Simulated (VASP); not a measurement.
Set up this calculation in VASP 6.6.1, as the native input.

```yaml
Task: single point
Functional: HSE06
Potentials_or_basis: VASP PAW PBE potentials, release 64 (Na_pv, Cl)
Cutoff: 520 eV
k_mesh: 6 × 6 × 6
Occupations: gaussian, width 0.01 eV
Spin: no spin polarisation
Dipole_correction: no
Grid_for_exact_exchange_PRECFOCK: Normal
Further_INCAR_settings: ALGO = Normal; EDIFF = 1e-07; NBANDS = 14
Share_of_exact_exchange: 0.25
Screening_parameter: 0.2079 1/Å
```

The system is NaCl.

```
Na Cl
1.0
     0.00000    2.78423    2.80273
     2.80273    0.00000    2.80273
     2.80273    2.78423    0.00000
Na Cl
1 1
Direct
  0.00000 0.00000 0.00000
  0.50000 0.50000 0.50000
```

This cell differs from its parent crystal: uniaxial y strain -0.7%.

One way to write it, as run:

POSCAR

```
NaCl
1.0
    0.0000000000      2.7842339312      2.8027319622
    2.8027319622      0.0000000000      2.8027319622
    2.8027319622      2.7842339312      0.0000000000
Na Cl
1 1
Direct
    0.0000000000      0.0000000000      0.0000000000
    0.5000000000      0.5000000000      0.5000000000
```

INCAR.step1

```
ALGO     = Normal         # electronic algorithm
EDIFF    = 1E-5           # SCF threshold, eV
ENCUT    = 520            # plane-wave cutoff, eV
GGA      = PE             # functional
ISIF     = 2              # what is computed and relaxed
ISMEAR   = 0              # smearing method
LASPH    = T              # aspherical terms in the spheres
LCHARG   = F              # write CHGCAR
LREAL    = F              # projectors in reciprocal space
LWAVE    = T              # write WAVECAR
NBANDS   = 14             # bands
NELM     = 60             # most SCF steps
PREC     = Accurate       # precision mode
SIGMA    = 0.01           # smearing width, eV
```

INCAR.step2

```
ALGO     = Normal         # electronic algorithm
EDIFF    = 1E-7           # SCF threshold, eV
ENCUT    = 520            # plane-wave cutoff, eV
GGA      = PE             # functional
HFSCREEN = 0.2079         # screening, 1/A
ISIF     = 2              # what is computed and relaxed
ISMEAR   = 0              # smearing method
ISTART   = 1            
LASPH    = T              # aspherical terms in the spheres
LCHARG   = F              # write CHGCAR
LHFCALC  = T              # exact exchange
LREAL    = F              # projectors in reciprocal space
LWAVE    = F              # write WAVECAR
NBANDS   = 14             # bands
NELM     = 60             # most SCF steps
PREC     = Accurate       # precision mode
PRECFOCK = Normal       
SIGMA    = 0.01           # smearing width, eV
```

KPOINTS

```
k-points
0
Gamma
  6 6 6
```

Potentials or basis: VASP PAW PBE potentials, release 64 (Na_pv, Cl).

The run is started by

```sh
$ cat potpaw_PBE.64/Na_pv/POTCAR potpaw_PBE.64/Cl/POTCAR > POTCAR
$ cp INCAR.step1 INCAR
$ mpirun -np 1 vasp_std > vasp.out
$ cp INCAR.step2 INCAR
$ mpirun -np 1 vasp_std > vasp.out
```

Results of the run:

```json
{
  "Pressure": "0.9 GPa",
  "Band gap on the k mesh": "6.58 eV"
}
```

Caveat: the cell differs from its parent crystal (uniaxial y strain -0.7%); the PAW data sets were made with another functional, which shifts forces and pressure a little.

It took 51 min on 1 thread of Intel(R) Xeon(R) Platinum 8259CL CPU @ 2.50GHz (Skylake/Cascade Lake), with other jobs on the host, peak memory 0.28 GiB.
